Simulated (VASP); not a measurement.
# Cd (P-1) in VASP: single point with PBEsol

Aim: the single point of Cd with PBEsol.

Program: VASP 6.6.1. These are calculated values, not measurements. Logs are shortened: lines on timing, memory, paths and dates and some standing lists are left out, and cuts for length are marked.

**1. The cell of the first run**

The typed cell holds 2 atoms: a = 2.979 Å, b = 2.966 Å, c = 5.618 Å, α = 89.79°, β = 89.43°, γ = 119.57°.

**2. Single point, PBEsol (equal xy, yz and zx shear strains of +1 %)**

Contents of INCAR:

```
SYSTEM = Cd
PREC = Accurate
ENCUT = 520
EDIFF = 1E-7
ISMEAR = -1
SIGMA = 0.05
LREAL = .False.
LASPH = .True.
NELM = 100
ALGO = Normal
ISIF = 2
LWAVE = .False.
LCHARG = .True.
GGA = PS
LELF = .True.
LVHAR = .True.
NBANDS = 19
```

Contents of KPOINTS:

```
Automatic mesh
0
Gamma
  14 14 7
  0 0 0
```

Contents of POSCAR:

```
Cd
1.0
    2.9788725081      0.0148943625      0.0148943625
   -1.4765373577      2.5723320853      0.0054517151
    0.0280882500      0.0280882500      5.6176500000
Cd
2
Direct
    0.3333333333      0.6666666667      0.2500000000
    0.6666666667      0.3333333333      0.7500000000
```

Potentials or basis: VASP PAW PBE potentials, release 64 (Cd).

The run is started by

```bash
$ cat potpaw_PBE.64/Cd/POTCAR > POTCAR
$ mpirun -np 1 vasp_std > vasp.out
```

OUTCAR:

```text
SYSTEM = Cd
   PREC = Accurate
   ENCUT = 520
   EDIFF = 1E-7
   ISMEAR = -1
   LREAL = .False.
   LASPH = .True.
   NELM = 100
   ISIF = 2
   GGA = PS

 ion  position               nearest neighbor table
   1  0.333  0.667  0.250-   2 3.28   2 3.28   2 3.28   2 3.30   2 3.31   2 3.32
   2  0.667  0.333  0.750-   1 3.28   1 3.28   1 3.28   1 3.30   1 3.31   1 3.32

  LATTYP: Found a triclinic cell.
 ALAT       =     2.9918498557
 B/A-ratio  =     0.9913558883
 C/A-ratio  =     1.8776979830
 COS(alpha) =     0.0036852528
 COS(beta)  =     0.0136346634
 COS(gamma) =     0.5000188430

  Lattice vectors:

 A1 = (   1.5023351504,   2.5872264478,   0.0203460776)
 A2 = (  -1.4765373577,   2.5723320853,   0.0054517151)
 A3 = (   0.0280882500,   0.0280882500,   5.6176500000)

Analysis of symmetry for initial positions (statically):
=====================================================================
 Subroutine PRICEL returns:
 Original cell was already a primitive cell.

 Routine SETGRP: Setting up the symmetry group for a
 triclinic supercell.

 Subroutine GETGRP returns: Found  2 space group operations
 (whereof  2 operations were pure point group operations)
 out of a pool of  2 trial point group operations.

The static configuration has the point symmetry S_2 .

Analysis of symmetry for dynamics (positions and initial velocities):
=====================================================================
 Subroutine PRICEL returns:
 Original cell was already a primitive cell.

 Routine SETGRP: Setting up the symmetry group for a
 triclinic supercell.

 Subroutine GETGRP returns: Found  2 space group operations
 (whereof  2 operations were pure point group operations)
 out of a pool of  2 trial point group operations.

The dynamic configuration has the point symmetry S_2 .

 Subroutine INISYM returns: Found  2 space group operations
 (whereof  2 operations are pure point group operations),
 and found     1 'primitive' translations

----------------------------------------------------------------------------------------

                                     Primitive cell

  volume of cell :      43.1675

  direct lattice vectors                    reciprocal lattice vectors
     2.978872508  0.014894362  0.014894362     0.334749882  0.192154455 -0.002634522
    -1.476537358  2.572332085  0.005451715    -0.001928604  0.387649349 -0.001928604
     0.028088250  0.028088250  5.617650000    -0.000885668 -0.000885668  0.178019235

  length of vectors
     2.978946979  2.965987971  5.617790439     0.385989325  0.387658944  0.178023641

  position of ions in fractional coordinates (direct lattice)
     0.333333333  0.666666667  0.250000000
     0.666666667  0.333333333  0.750000000

  ion indices of the primitive-cell ions
   primitive index   ion index
                 1           1
                 2           2

----------------------------------------------------------------------------------------

 KPOINTS: Automatic mesh

Automatic generation of k-mesh.
 Grid dimensions read from file:
 generate k-points for:   14   14    7

 Generating k-lattice:

  Cartesian coordinates                     Fractional coordinates (reciprocal lattice)
     0.023910706  0.013725318 -0.000188180     0.071428571  0.000000000 -0.000000000
    -0.000137757  0.027689239 -0.000137757    -0.000000000  0.071428571 -0.000000000
    -0.000126524 -0.000126524  0.025431319     0.000000000  0.000000000  0.142857143

  Length of vectors
     0.027570666  0.027689925  0.025431949

  Shift w.r.t. Gamma in fractional coordinates (k-lattice)
     0.000000000  0.000000000  0.000000000

 Subroutine IBZKPT returns following result:
 ===========================================

 Found    688 irreducible k-points:

 Following reciprocal coordinates:
            Coordinates               Weight
  0.000000  0.000000  0.000000      1.000000
  0.071429  0.000000  0.000000      2.000000
  0.142857  0.000000  0.000000      2.000000
  0.214286 -0.000000  0.000000      2.000000
  0.285714  0.000000  0.000000      2.000000
  0.357143  0.000000  0.000000      2.000000
[... 16 lines left out ...]
 -0.000000  0.142857  0.000000      2.000000
  0.071429  0.142857  0.000000      2.000000
 [... further k-points ...]
   k-points           NKPTS =    688   k-points in BZ     NKDIM =    688   number of bands    NBANDS=     19
   number of dos      NEDOS =    301   number of ions     NIONS =      2
   total plane-waves  NPLWV =  24192
   dimension x,y,z NGX =    24 NGY =   24 NGZ =   42
   dimension x,y,z NGXF=    48 NGYF=   48 NGZF=   84
   ions per type =               2
   NGX,Y,Z   is equivalent  to a cutoff of  13.39, 13.45, 12.43 a.u.
   NGXF,Y,Z  is equivalent  to a cutoff of  26.79, 26.90, 24.86 a.u.
 SYSTEM =  Cd
   PREC   = accura    normal or accurate (medium, high low for compatibility)
   ISTART =      0    job   : 0-new  1-cont  2-samecut
   ICHARG =      2    charge: 1-file 2-atom 10-const
   ISPIN  =      1    spin polarized calculation?
   LNONCOLLINEAR =      F non collinear calculations
   LSORBIT =      F    spin-orbit coupling
   LASPH  =      T    aspherical Exc in radial PAW
   ENCUT  =  520.0 eV  38.22 Ry    6.18 a.u.   5.54  5.51 10.45*2*pi/ulx,y,z
   NELM   =    100;   NELMIN=  2; NELMDL= -5     # of ELM steps
   EDIFF  = 0.1E-06   stopping-criterion for ELM
   LREAL  =      F    real-space projection
   EDIFFG = 0.1E-05   stopping-criterion for IOM
   NSW    =      0    number of steps for IOM
   IBRION =     -1    ionic relax: 0-MD 1-quasi-New 2-CG
   NFREE  =      0    steps in history (QN), initial steepest desc. (CG)
   ISIF   =      2    stress and relaxation
   ISYM   =      2    0-nonsym 1-usesym 2-fastsym
   POTIM  = 0.5000    time-step for ionic-motion
   TEBEG  =    0.0;   TEEND  =   0.0 temperature during run
   PSTRESS=    0.0 pullay stress
   NELECT =      24.0000    total number of electrons
   NUPDOWN=      -1.0000    fix difference up-down
   EMIN   =  10.00;   EMAX   =-10.00  energy-range for DOS
   EFERMI =   0.00;   METHOD = LEGACY
   ISMEAR =    -1;   SIGMA  =   0.05  broadening in eV -4-tet -1-fermi 0-gaus
   EFERMI_NEDOS =   21; number of points for ismear=-14 and -15
   IALGO  =     38    algorithm
   IMIX   =      4    mixing-type and parameters
     AMIX     =   0.40;   BMIX     =  1.00
     AMIX_MAG =   1.60;   BMIX_MAG =  1.00
  volume/ion in A,a.u.               =      21.58       145.65
  Fermi-wavevector in a.u.,A,eV,Ry     =   1.346149  2.543852 24.655337  1.812116
  Thomas-Fermi vector in A             =   2.474004
   LORBIT       =      0    0 simple, 1 ext, 2 COOP (PROOUT), +10 PAW based schemes
   GGA     = PS    functional components
   LHFCALC =     F    Hartree Fock is set to
   AEXX    =    0.0000 exact exchange contribution
   IVDW    =     0    specifies the selected vdW correction
   LEPSILON=     F    determine dielectric tensor
   LRPA    =     F    only Hartree local field effects (RPA)
 non-spin polarized calculation
  energy-cutoff  :      520.00
  volume of cell :       43.17
 maximum number of plane-waves:      1188
 NGX is ok and might be reduce to    24
   NGX = 11   NGY = 11   NGZ = 21

 number of electron      23.9999995 magnetization

 Free energy of the ion-electron system (eV)
  ---------------------------------------------------
  ext. energy  EPLUGINS =         0.00000000
  ---------------------------------------------------
  free energy    TOTEN  =        -2.38856189 eV

  energy without entropy =       -2.38260289  energy(sigma->0) =       -2.38558239

 E-fermi :   2.8031     XC(G=0): -11.2102

 val. band max:        2.8023234791   @ k =   0.5000   0.3571   0.1429
 cond. band min:       2.8059670047   @ k =  -0.2143  -0.4286   0.2857
 fundamental gap:      0.0036435256
 Fermi energy:         2.8030917771

 k-point     1 :       0.0000    0.0000    0.0000
  band No.  band energies     occupation
      1      -7.0483      2.00000
      2      -6.7803      2.00000
      3      -6.4279      2.00000
      4      -6.3752      2.00000
      5      -6.3708      2.00000
      6      -6.3201      2.00000
[... 11 lines left out ...]
     18      17.7782      0.00000
     19      18.4909      0.00000

 k-point     2 :       0.0714    0.0000    0.0000
  band No.  band energies     occupation
      1      -6.9963      2.00000
      2      -6.7299      2.00000
      3      -6.4435      2.00000
      4      -6.3896      2.00000
      5      -6.3267      2.00000
      6      -6.2778      2.00000
[... 11 lines left out ...]
     18      17.6381      0.00000
     19      18.9294      0.00000

 k-point     3 :       0.1429    0.0000    0.0000
  band No.  band energies     occupation
      1      -6.8874      2.00000
      2      -6.6463      2.00000
      3      -6.4932      2.00000
      4      -6.3825      2.00000
      5      -6.1959      2.00000
      6      -6.1519      2.00000
[... 11 lines left out ...]
     18      17.0327      0.00000
     19      17.5212      0.00000

 k-point     4 :       0.2143   -0.0000    0.0000
  band No.  band energies     occupation
      1      -6.8798      2.00000
      2      -6.6485      2.00000
      3      -6.4683      2.00000
      4      -6.2611      2.00000
      5      -6.2437      2.00000
      6      -5.9999      2.00000
[... 11 lines left out ...]
     18      15.6328      0.00000
     19      16.3574      0.00000

 k-point     5 :       0.2857    0.0000    0.0000
  band No.  band energies     occupation
      1      -6.9778      2.00000
      2      -6.7684      2.00000
      3      -6.4757      2.00000
      4      -6.3111      2.00000
      5      -6.1290      2.00000
      6      -6.0531      2.00000
[... 11 lines left out ...]
     18      16.0429      0.00000
     19      16.1759      0.00000

 k-point     6 :       0.3571    0.0000    0.0000
  band No.  band energies     occupation
      1      -7.0871      2.00000
      2      -6.8840      2.00000
      3      -6.6609      2.00000
      4      -6.2399      2.00000
      5      -6.1776      2.00000
      6      -6.0940      2.00000
[... 11 lines left out ...]
     18      15.8318      0.00000
     19      16.6002      0.00000

 k-point     7 :       0.4286   -0.0000    0.0000
  band No.  band energies     occupation
      1      -7.1657      2.00000
      2      -6.9640      2.00000
      3      -6.7796      2.00000
      4      -6.3116      2.00000
      5      -6.1288      2.00000
      6      -6.0909      2.00000
[... 11 lines left out ...]
     18      15.7086      0.00000
     19      15.9831      0.00000

 k-point     8 :       0.5000    0.0000    0.0000
  band No.  band energies     occupation
      1      -7.1940      2.00000
      2      -6.9924      2.00000
      3      -6.8202      2.00000
      4      -6.3371      2.00000
      5      -6.1406      2.00000
      6      -6.0603      2.00000
[... 256 lines left out ...]
 k-point    20 :      -0.2143    0.0714    0.0000
  band No.  band energies     occupation
      1      -6.8095      2.00000
      2      -6.5872      2.00000
      3      -6.5249      2.00000
      4      -6.3614      2.00000
      5      -6.1429      2.00000
      6      -6.0953      2.00000
[... 11 lines left out ...]
     18      16.4864      0.00000
     19      17.5520      0.00000

 k-point    21 :      -0.1429    0.0714    0.0000
  band No.  band energies     occupation
      1      -6.9016      2.00000
      2      -6.6556      2.00000
      3      -6.4520      2.00000
      4      -6.3988      2.00000
      5      -6.2489      2.00000
      6      -6.2299      2.00000
[... 11 lines left out ...]
     18      17.9512      0.00000
     19      18.3557      0.00000

 k-point    22 :      -0.0714    0.0714   -0.0000
  band No.  band energies     occupation
      1      -6.9927      2.00000
      2      -6.7250      2.00000
      3      -6.4029      2.00000
      4      -6.3688      2.00000
      5      -6.3512      2.00000
      6      -6.3184      2.00000
[... 11 lines left out ...]
     18      17.6430      0.00000
     19      18.8915      0.00000

 k-point    23 :      -0.0000    0.1429    0.0000
  band No.  band energies     occupation
      1      -6.8776      2.00000
      2      -6.6361      2.00000
      3      -6.4762      2.00000
      4      -6.3761      2.00000
      5      -6.2140      2.00000
      6      -6.1697      2.00000
[... 11 lines left out ...]
     18      17.1046      0.00000
     19      17.6256      0.00000

 k-point    24 :       0.0714    0.1429    0.0000
  band No.  band energies     occupation
      1      -6.7985      2.00000
      2      -6.5921      2.00000
      3      -6.5168      2.00000
      4      -6.3840      2.00000
      5      -6.1377      2.00000
      6      -6.0998      2.00000
[... 11 lines left out ...]
     18      16.5859      0.00000
     19      17.2771      0.00000

 [... further k-points ...]

------------------------ aborting loop because EDIFF is reached ----------------------------------------

  FORCE on cell =-STRESS in cart. coord.  units (eV):
  Direction    XX          YY          ZZ          XY          YZ          ZX
  --------------------------------------------------------------------------------------
  -------------------------------------------------------------------------------------
  Total       -0.2451665     -0.2621473     -0.3578231     -0.0372636     -0.0168673     -0.0141495
  in kB       -9.0994473     -9.7296981    -13.2807414     -1.3830544     -0.6260356     -0.5251628
  external PRESSURE =     -10.7032956 kB  Pullay stress =       0.0000000 kB

 VOLUME and BASIS-vectors are now :
 -----------------------------------------------------------------------------
  energy-cutoff  :      520.00
  volume of cell :       43.17
      direct lattice vectors                 reciprocal lattice vectors
     2.978872508  0.014894362  0.014894362     0.334749882  0.192154455 -0.002634522
    -1.476537358  2.572332085  0.005451715    -0.001928604  0.387649349 -0.001928604
     0.028088250  0.028088250  5.617650000    -0.000885668 -0.000885668  0.178019235

 POSITION                                       TOTAL-FORCE (eV/Angst)
 -----------------------------------------------------------------------------------
      0.01562      1.72687      1.41301         0.004075      0.000522      0.000099
      1.51480      0.88844      4.22498        -0.004075     -0.000522     -0.000099
 -----------------------------------------------------------------------------------
    total drift:                               -0.000000      0.000000     -0.000000

  FREE ENERGIE OF THE ION-ELECTRON SYSTEM (eV)
  ---------------------------------------------------
  free  energy   TOTEN  =        -2.3885618865 eV

  energy  without entropy=       -2.3826028931  energy(sigma->0) =       -2.38558239
```

It took 3.6 min on 1 thread of AMD EPYC 9R45 (Zen 5), shared host; peak memory 0.5 GiB.

Results:

| Quantity | Value |
| --- | --- |
| Free energy | -2.3886 eV |
| Pressure | -1.1 GPa |
| Largest force | 0.004 eV/Å |
| Band gap on the k mesh | zero (bands 12 and 13 overlap by 4.38 eV) |

Forces on the atoms (eV/Å):
```
Cd   0.004  0.001  0.000
Cd  -0.004 -0.001  0.000
```

Caveat: the cell differs from its parent crystal (equal xy, yz and zx shear strains of +1 %); the PAW data sets were made with another functional, which shifts forces and pressure a little.
